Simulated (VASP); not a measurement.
A run of VASP 6.6.1 is set up as follows.

Contents of INCAR:

```
PREC = Accurate
ENCUT = 600
EDIFF = 1E-7
ISMEAR = 0
SIGMA = 0.1
LREAL = F
LASPH = T
NELM = 100
ALGO = Fast
ISIF = 3
LWAVE = F
LCHARG = F
GGA = PS
IBRION = 2
NSW = 80
EDIFFG = -0.015
```

The input KPOINTS:

```
regular mesh
0
Gamma
  14 14 14
```

The input POSCAR:

```
W
1.0
    0.0000000000      0.0000000000     -3.1543677052
   -3.1543677052      0.0000000000      0.0000000000
    1.5771838526      4.7315515579      1.5771838526
W
3
Direct
    0.6666666667      0.6666666667      0.3333333333
    0.0000000000      0.0000000000      0.0000000000
    0.3333333333      0.3333333333      0.6666666667
```

Potentials or basis: VASP PAW PBE potentials, release 64 (W_sv).

Run with:

```sh
$ cat potpaw_PBE.64/W_sv/POTCAR > POTCAR
$ mpirun -np 1 vasp_std > vasp.out
```

Task: Estimate the band gap on the k mesh.

Result: Zero (bands 21 and 22 overlap by 2.41 eV).

Task: What does it give for the relaxed volume?

Result: 15.73 Å³/atom.

Task: Predict the space group after relaxing (to 0.1 Å).

Result: Im-3m (No. 229).

Task: What does it give for the relaxed cell?

Result: a = 3.156 Å, b = 3.156 Å, c = 5.236 Å, α = 107.54°, β = 107.54°, γ = 90.00°.

Final structure:
```cif
data_structure
_symmetry_space_group_name_H-M 'P 1'
_symmetry_Int_Tables_number 1
_cell_length_a 3.1563
_cell_length_b 3.1563
_cell_length_c 5.2360
_cell_angle_alpha 107.542
_cell_angle_beta 107.542
_cell_angle_gamma 90.000
_cell_volume 47.19
loop_
_atom_site_label
_atom_site_type_symbol
_atom_site_fract_x
_atom_site_fract_y
_atom_site_fract_z
_atom_site_occupancy
W1 W 0.66667 0.66667 0.33333 1
W2 W 0.00000 0.00000 0.00000 1
W3 W 0.33333 0.33333 0.66667 1
```

Caveat: the PAW data sets were made with another functional, which shifts forces and pressure a little; spin-orbit coupling is left out, which moves the levels of the heavy elements.
